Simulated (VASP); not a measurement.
# TiTe2 in VASP: notebook

The runs below take TiTe2 through single point, with PBE.

All numbers are computed with VASP 6.6.1; they aren't measurements. Logs are shortened: lines on timing, memory, paths and dates and some standing lists are left out, and cuts for length are marked.

## 1. The cell of the first run

The cell holds a sheet with vacuum, 3 atoms: a = 3.748 Å, b = 3.748 Å, c = 30.929 Å, α = 90.00°, β = 90.00°, γ = 120.00°.

The cell was generated, and may not be a known phase.

## 2. Single point, PBE

File INCAR:

```
SYSTEM = TiTe2
PREC = Accurate
ENCUT = 520
EDIFF = 1E-6
ISMEAR = 0
SIGMA = 0.01
LREAL = .FALSE.
LASPH = .TRUE.
NELM = 80
ALGO = Normal
ISIF = 2
LWAVE = .FALSE.
LCHARG = .FALSE.
LDIPOL = .TRUE.
IDIPOL = 3
DIPOL = 0.5 0.5 0.291
GGA = PE
NBANDS = 19
```

File KPOINTS:

```
Automatic mesh
0
G
  12 12 1
  0 0 0
```

File POSCAR:

```
TiTe2
1.0
    3.7477724883      0.0000000000      0.0000000000
   -1.8738862441      3.2456661825      0.0000000000
    0.0000000000      0.0000000000     30.9291448000
Ti Te
1 2
Direct
    0.0000000000      0.0000000000      0.2909876771
    0.3333333333      0.6666666667      0.2332359197
    0.3333333333      0.6666666667      0.3487394345
```

Potentials or basis: VASP PAW PBE potentials, release 64 (Ti_sv, Te).

On the command line:

```bash
$ cat potpaw_PBE.64/Ti_sv/POTCAR potpaw_PBE.64/Te/POTCAR > POTCAR
$ mpirun -np 1 vasp_std > vasp.out
```

OUTCAR:

```text
SYSTEM = TiTe2
   PREC = Accurate
   ENCUT = 520
   EDIFF = 1E-6
   ISMEAR = 0
   LREAL = .FALSE.
   LASPH = .TRUE.
   NELM = 80
   ISIF = 2
   GGA = PE

 ion  position               nearest neighbor table
   1  0.000  0.000  0.291-   2 2.81   3 2.81   2 2.81   3 2.81   2 2.81   3 2.81
   2  0.333  0.667  0.233-   1 2.81   1 2.81   1 2.81   3 3.57
   3  0.333  0.667  0.349-   1 2.81   1 2.81   1 2.81   2 3.57

  LATTYP: Found a hexagonal cell.
 ALAT       =     3.7477724883
 C/A-ratio  =     8.2526740608

  Lattice vectors:

 A1 = (   3.7477724883,   0.0000000000,   0.0000000000)
 A2 = (  -1.8738862441,   3.2456661825,   0.0000000000)
 A3 = (   0.0000000000,   0.0000000000,  30.9291448000)

Analysis of symmetry for initial positions (statically):
=====================================================================
 Subroutine PRICEL returns:
 Original cell was already a primitive cell.

 Routine SETGRP: Setting up the symmetry group for a
 hexagonal supercell.

 Subroutine GETGRP returns: Found 12 space group operations
 (whereof  6 operations were pure point group operations)
 out of a pool of 24 trial point group operations.

The static configuration has the point symmetry C_3v.
 The point group associated with its full space group is D_3h.

Analysis of symmetry for dynamics (positions and initial velocities):
=====================================================================
 Subroutine PRICEL returns:
 Original cell was already a primitive cell.

 Routine SETGRP: Setting up the symmetry group for a
 hexagonal supercell.

 Subroutine GETGRP returns: Found 12 space group operations
 (whereof  6 operations were pure point group operations)
 out of a pool of 24 trial point group operations.

The dynamic configuration has the point symmetry C_3v.
 The point group associated with its full space group is D_3h.

 Subroutine INISYM returns: Found 12 space group operations
 (whereof  6 operations are pure point group operations),
 and found     1 'primitive' translations

----------------------------------------------------------------------------------------

                                     Primitive cell

  volume of cell :     376.2227

  direct lattice vectors                    reciprocal lattice vectors
     3.747772488  0.000000000  0.000000000     0.266825162  0.154051579  0.000000000
    -1.873886244  3.245666182  0.000000000     0.000000000  0.308103158  0.000000000
     0.000000000  0.000000000 30.929144800     0.000000000  0.000000000  0.032331964

  length of vectors
     3.747772488  3.747772488 30.929144800     0.308103158  0.308103158  0.032331964

  position of ions in fractional coordinates (direct lattice)
     0.000000000  0.000000000  0.290987677
     0.333333333  0.666666667  0.233235920
     0.333333333  0.666666667  0.348739434

  ion indices of the primitive-cell ions
   primitive index   ion index
                 1           1
                 2           2
                 3           3

----------------------------------------------------------------------------------------

 KPOINTS: Automatic mesh

Automatic generation of k-mesh.
 Grid dimensions read from file:
 generate k-points for:   12   12    1

 Generating k-lattice:

  Cartesian coordinates                     Fractional coordinates (reciprocal lattice)
     0.022235430  0.012837632  0.000000000     0.083333333  0.000000000  0.000000000
     0.000000000  0.025675263  0.000000000     0.000000000  0.083333333  0.000000000
     0.000000000  0.000000000  0.032331964     0.000000000  0.000000000  1.000000000

  Length of vectors
     0.025675263  0.025675263  0.032331964

  Shift w.r.t. Gamma in fractional coordinates (k-lattice)
     0.000000000  0.000000000  0.000000000

 Subroutine IBZKPT returns following result:
 ===========================================

 Found     19 irreducible k-points:

 Following reciprocal coordinates:
            Coordinates               Weight
  0.000000  0.000000  0.000000      1.000000
  0.083333  0.000000  0.000000      6.000000
  0.166667 -0.000000  0.000000      6.000000
  0.250000  0.000000  0.000000      6.000000
  0.333333  0.000000  0.000000      6.000000
  0.416667  0.000000  0.000000      6.000000
[... 11 lines left out ...]
  0.333333  0.250000  0.000000     12.000000
  0.333333  0.333333  0.000000      2.000000
   k-points           NKPTS =     19   k-points in BZ     NKDIM =     19   number of bands    NBANDS=     19
   number of dos      NEDOS =    301   number of ions     NIONS =      3
   total plane-waves  NPLWV = 188160
   dimension x,y,z NGX =    28 NGY =   28 NGZ =  240
   dimension x,y,z NGXF=    56 NGYF=   56 NGZF=  480
   ions per type =               1   2
   NGX,Y,Z   is equivalent  to a cutoff of  12.42, 12.42, 12.90 a.u.
   NGXF,Y,Z  is equivalent  to a cutoff of  24.84, 24.84, 25.80 a.u.
 SYSTEM =  TiTe2
   PREC   = accura    normal or accurate (medium, high low for compatibility)
   ISTART =      0    job   : 0-new  1-cont  2-samecut
   ICHARG =      2    charge: 1-file 2-atom 10-const
   ISPIN  =      1    spin polarized calculation?
   LNONCOLLINEAR =      F non collinear calculations
   LSORBIT =      F    spin-orbit coupling
   LASPH  =      T    aspherical Exc in radial PAW
   ENCUT  =  520.0 eV  38.22 Ry    6.18 a.u.   6.97  6.97 57.51*2*pi/ulx,y,z
   NELM   =     80;   NELMIN=  2; NELMDL= -5     # of ELM steps
   EDIFF  = 0.1E-05   stopping-criterion for ELM
   LREAL  =      F    real-space projection
   EDIFFG = 0.1E-04   stopping-criterion for IOM
   NSW    =      0    number of steps for IOM
   IBRION =     -1    ionic relax: 0-MD 1-quasi-New 2-CG
   NFREE  =      0    steps in history (QN), initial steepest desc. (CG)
   ISIF   =      2    stress and relaxation
   ISYM   =      2    0-nonsym 1-usesym 2-fastsym
   POTIM  = 0.5000    time-step for ionic-motion
   TEBEG  =    0.0;   TEEND  =   0.0 temperature during run
   PSTRESS=    0.0 pullay stress
   NELECT =      24.0000    total number of electrons
   NUPDOWN=      -1.0000    fix difference up-down
   EMIN   =  10.00;   EMAX   =-10.00  energy-range for DOS
   EFERMI =   0.00;   METHOD = LEGACY
   ISMEAR =     0;   SIGMA  =   0.01  broadening in eV -4-tet -1-fermi 0-gaus
   EFERMI_NEDOS =   21; number of points for ismear=-14 and -15
   IALGO  =     38    algorithm
   IMIX   =      4    mixing-type and parameters
     AMIX     =   0.40;   BMIX     =  1.00
     AMIX_MAG =   1.60;   BMIX_MAG =  1.00
  volume/ion in A,a.u.               =     125.41       846.29
  Fermi-wavevector in a.u.,A,eV,Ry     =   0.654129  1.236125  5.821730  0.427885
  Thomas-Fermi vector in A             =   1.724589
   LORBIT       =      0    0 simple, 1 ext, 2 COOP (PROOUT), +10 PAW based schemes
   GGA     = PE    functional components
   LHFCALC =     F    Hartree Fock is set to
   AEXX    =    0.0000 exact exchange contribution
   IVDW    =     0    specifies the selected vdW correction
   LEPSILON=     F    determine dielectric tensor
   LRPA    =     F    only Hartree local field effects (RPA)
 non-spin polarized calculation
 Gauss-broadening in eV      SIGMA  =   0.01
  energy-cutoff  :      520.00
  volume of cell :      376.22
 maximum number of plane-waves:     10177
 NGX is ok and might be reduce to    28
   NGX = 13   NGY = 13   NGZ =115

 dipolmoment           0.000000      0.000000     -0.000013 electrons x Angstroem

 number of electron      23.9999997 magnetization

 dipolmoment           0.000000      0.000000      0.000010 electrons x Angstroem

 Free energy of the ion-electron system (eV)
  ---------------------------------------------------
  ext. energy  EPLUGINS =         0.00000000
  ---------------------------------------------------
  free energy    TOTEN  =       -15.88170697 eV

  energy without entropy =      -15.88170697  energy(sigma->0) =      -15.88170697

 E-fermi :  -2.7331     XC(G=0):  -2.5401

 val. band max:       -2.8060276774   @ k =   0.0000   0.0000   0.0000
 cond. band min:      -2.6254054087   @ k =   0.4167   0.0000   0.0000
 fundamental gap:      0.1806222686
 Fermi energy:        -2.7331020642

 k-point     1 :       0.0000    0.0000    0.0000
  band No.  band energies     occupation
      1     -59.9133      2.00000
      2     -36.2019      2.00000
      3     -36.2019      2.00000
      4     -36.0569      2.00000
      5     -14.4518      2.00000
      6     -13.5790      2.00000
[... 11 lines left out ...]
     18       1.6905      0.00000
     19       2.1438      0.00000

 k-point     2 :       0.0833    0.0000    0.0000
  band No.  band energies     occupation
      1     -59.9131      2.00000
      2     -36.2048      2.00000
      3     -36.2026      2.00000
      4     -36.0563      2.00000
      5     -14.3798      2.00000
      6     -13.5220      2.00000
[... 11 lines left out ...]
     18       1.8736      0.00000
     19       2.2479      0.00000

 k-point     3 :       0.1667   -0.0000    0.0000
  band No.  band energies     occupation
      1     -59.9125      2.00000
      2     -36.2127      2.00000
      3     -36.2044      2.00000
      4     -36.0545      2.00000
      5     -14.1722      2.00000
      6     -13.3580      2.00000
[... 11 lines left out ...]
     18       2.1828      0.00000
     19       2.5405      0.00000

 k-point     4 :       0.2500    0.0000    0.0000
  band No.  band energies     occupation
      1     -59.9117      2.00000
      2     -36.2234      2.00000
      3     -36.2070      2.00000
      4     -36.0521      2.00000
      5     -13.8565      2.00000
      6     -13.1099      2.00000
[... 11 lines left out ...]
     18       2.5446      0.00000
     19       2.9995      0.00000

 k-point     5 :       0.3333    0.0000    0.0000
  band No.  band energies     occupation
      1     -59.9110      2.00000
      2     -36.2341      2.00000
      3     -36.2095      2.00000
      4     -36.0497      2.00000
      5     -13.4901      2.00000
      6     -12.8253      2.00000
[... 11 lines left out ...]
     18       2.3601      0.00000
     19       3.1134      0.00000

 k-point     6 :       0.4167    0.0000    0.0000
  band No.  band energies     occupation
      1     -59.9104      2.00000
      2     -36.2419      2.00000
      3     -36.2113      2.00000
      4     -36.0480      2.00000
      5     -13.1744      2.00000
      6     -12.5846      2.00000
[... 11 lines left out ...]
     18       1.5647      0.00000
     19       3.3130      0.00000

 k-point     7 :       0.5000    0.0000    0.0000
  band No.  band energies     occupation
      1     -59.9102      2.00000
      2     -36.2448      2.00000
      3     -36.2120      2.00000
      4     -36.0473      2.00000
      5     -13.0447      2.00000
      6     -12.4875      2.00000
[... 11 lines left out ...]
     18       1.2443      0.00000
     19       3.1725      0.00000

 k-point     8 :       0.0833    0.0833    0.0000
  band No.  band energies     occupation
      1     -59.9127      2.00000
      2     -36.2101      2.00000
      3     -36.2040      2.00000
      4     -36.0551      2.00000
      5     -14.2399      2.00000
      6     -13.4114      2.00000
[... 146 lines left out ...]
 k-point    15 :       0.3333    0.1667    0.0000
  band No.  band energies     occupation
      1     -59.9102      2.00000
      2     -36.2394      2.00000
      3     -36.2173      2.00000
      4     -36.0473      2.00000
      5     -13.0678      2.00000
      6     -12.4981      2.00000
[... 11 lines left out ...]
     18       1.8790      0.00000
     19       3.8387      0.00000

 k-point    16 :       0.4167    0.1667    0.0000
  band No.  band energies     occupation
      1     -59.9100      2.00000
      2     -36.2413      2.00000
      3     -36.2185      2.00000
      4     -36.0468      2.00000
      5     -12.9541      2.00000
      6     -12.4119      2.00000
[... 11 lines left out ...]
     18       1.5483      0.00000
     19       3.8107      0.00000

 k-point    17 :       0.2500    0.2500    0.0000
  band No.  band energies     occupation
      1     -59.9102      2.00000
      2     -36.2370      2.00000
      3     -36.2198      2.00000
      4     -36.0474      2.00000
      5     -13.0754      2.00000
      6     -12.5016      2.00000
[... 11 lines left out ...]
     18       2.2524      0.00000
     19       3.2953      0.00000

 k-point    18 :       0.3333    0.2500    0.0000
  band No.  band energies     occupation
      1     -59.9099      2.00000
      2     -36.2377      2.00000
      3     -36.2239      2.00000
      4     -36.0465      2.00000
      5     -12.9013      2.00000
      6     -12.3673      2.00000
[... 11 lines left out ...]
     18       1.8362      0.00000
     19       2.9377      0.00000

 k-point    19 :       0.3333    0.3333    0.0000
  band No.  band energies     occupation
      1     -59.9098      2.00000
      2     -36.2350      2.00000
      3     -36.2283      2.00000
      4     -36.0462      2.00000
      5     -12.8387      2.00000
      6     -12.3177      2.00000
[... 11 lines left out ...]
     18       1.8787      0.00000
     19       2.4958      0.00000

------------------------ aborting loop because EDIFF is reached ----------------------------------------

 vacuum level on the upper side and lower side of the slab       (xc-potential included)        -0.007        -0.007

  FORCE on cell =-STRESS in cart. coord.  units (eV):
  Direction    XX          YY          ZZ          XY          YZ          ZX
  --------------------------------------------------------------------------------------
  -------------------------------------------------------------------------------------
  Total       -0.0045585     -0.0045585      0.0418558     -0.0000000     -0.0000000      0.0000000
  in kB       -0.0194129     -0.0194129      0.1782465     -0.0000000     -0.0000000      0.0000000
  external PRESSURE =       0.0464736 kB  Pullay stress =       0.0000000 kB

 VOLUME and BASIS-vectors are now :
 -----------------------------------------------------------------------------
  energy-cutoff  :      520.00
  volume of cell :      376.22
      direct lattice vectors                 reciprocal lattice vectors
     3.747772488  0.000000000  0.000000000     0.266825162  0.154051579  0.000000000
    -1.873886244  3.245666182  0.000000000     0.000000000  0.308103158  0.000000000
     0.000000000  0.000000000 30.929144800     0.000000000  0.000000000  0.032331964

 POSITION                                       TOTAL-FORCE (eV/Angst)
 -----------------------------------------------------------------------------------
      0.00000      0.00000      9.00000        -0.000000      0.000000      0.000000
     -0.00000      2.16378      7.21379         0.000000     -0.000000     -0.014812
     -0.00000      2.16378     10.78621         0.000000     -0.000000      0.014812
 -----------------------------------------------------------------------------------
    total drift:                                0.000000     -0.000000      0.000062

  FREE ENERGIE OF THE ION-ELECTRON SYSTEM (eV)
  ---------------------------------------------------
  free  energy   TOTEN  =       -15.8817069661 eV

  energy  without entropy=      -15.8817069661  energy(sigma->0) =      -15.88170697

 vacuum level on the upper side and lower side of the slab         2.507         2.507
```

Run time: 3.2 min. Hardware: 1 thread of Intel Xeon Platinum 8259CL at 2.50GHz (Skylake/Cascade Lake), shared host; peak memory 0.52 GiB.

Results:

* Free energy: -15.8817 eV
* Largest force: 0.015 eV/Å
* Band gap on the k mesh: 0.18 eV (least direct gap 0.53 eV)

Forces in eV/Å, atoms in the order of the input:
```
Ti   0.000  0.000  0.000
Te   0.000  0.000 -0.015
Te   0.000  0.000  0.015
```

Levels at points of the mesh, in eV from the valence-band top:
| k point | band 10 | band 11 | band 12 | band 13 | band 14 | band 15 |
| --- | --- | --- | --- | --- | --- | --- |
| (0.00, 0.00, 0.00) | -0.73 | 0.00 | 0.00 | 0.89 | 2.80 | 2.80 |
| (0.50, 0.00, 0.00) | -1.23 | -0.64 | -0.34 | 0.19 | 1.64 | 1.93 |

Caveat: semilocal functionals underestimate gaps, and a narrow one can read as zero; spin-orbit coupling is left out, which moves the levels of the heavy elements.

(Continued in part 2 of 2.)
